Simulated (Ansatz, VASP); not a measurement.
B3N2 in VASP and in Ansatz

INCAR

```
SYSTEM = B3N2
PREC = Accurate ; ENCUT = 600
EDIFF = 1E-6 ; ISMEAR = 0
SIGMA = 0.1 ; LREAL = .False.
LASPH = .True. ; NELM = 60
ALGO = Normal ; ISIF = 3
LWAVE = .False. ; LCHARG = .False.
GGA = PE ; IBRION = 2
NSW = 90 ; EDIFFG = -0.04
```

KPOINTS

```
regular mesh
0
Gamma
  6 6 6
  0 0 0
```

Contents of POSCAR:

```
B3N2
1.0
    4.0311477802      0.0000000000      0.0000000000
   -2.0155738901      3.4910763841      0.0000000000
    0.0000000000      0.0000000000      2.9660062752
B N
3 2
Direct
    0.0000000000      0.0000000000      0.7506544920
    0.0000000000      0.0000000000      0.2493455080
    0.6666666667      0.3333333333      0.0000000000
    0.6666666667      0.3333333333      0.5000000000
    0.3333333333      0.6666666667      0.0000000000
```

Input for Ansatz:

```yaml
crystal:
  lattice:
    - [4.0311477802, 0.0, 0.0]
    - [-2.0155738901, 3.4910763841, 0.0]
    - [0.0, 0.0, 2.9660062752]
  atoms:
    - { symbol: B, position: [0.0, 0.0, 0.750654492] }
    - { symbol: B, position: [0.0, 0.0, 0.249345508] }
    - { symbol: B, position: [0.6666666667, 0.3333333333, 0.0] }
    - { symbol: "N", position: [0.6666666667, 0.3333333333, 0.5] }
    - { symbol: "N", position: [0.3333333333, 0.6666666667, 0.0] }
basis:
  ecutwfc: 420
kpoints:
  mp_grid: { grid: [6, 6, 6] }
hamiltonian:
  xc: pbe
scf:
  occupations: { method: gaussian, width: 0.1 }
  lower_state_search: "off"
output:
  forces: true
  stress: true
  eigenvalues: true
relax:
  adjacent_minimum: "off"
  f_tol: 0.04
  max_steps: 70
  cell: { stress_tol: 0.4 }
```

Change from the starting cell: species swapped into the Fe3Ge2 type (P-6m2, No. 187).

Alike in both runs: task relaxation of cell and atoms; functional PBE; k mesh 6 × 6 × 6; occupations gaussian, width 0.1 eV; no spin polarisation.

|  | VASP | Ansatz |
| --- | --- | --- |
| version | VASP 6.6.1 | Ansatz 0.2.0 |
| potentials or method | VASP PAW PBE potentials, release 64 (B, N), cutoff 600 eV | scalar-relativistic, plane waves, PAW |
| valence electrons in the cell | 19 | 19 |

```csv
,VASP,Ansatz,Ansatz less VASP
"gap on the k mesh at the Fermi level, each at its own relaxed structure (eV)",none,none,-
relaxed volume (Å³/atom),8.14,8.18,+0.037
relaxed length of the cell vector where the two differ most in proportion (Å),3.965,3.975,+0.0100
```

A gap of «none» marks a metal or a gap that the smearing closes.
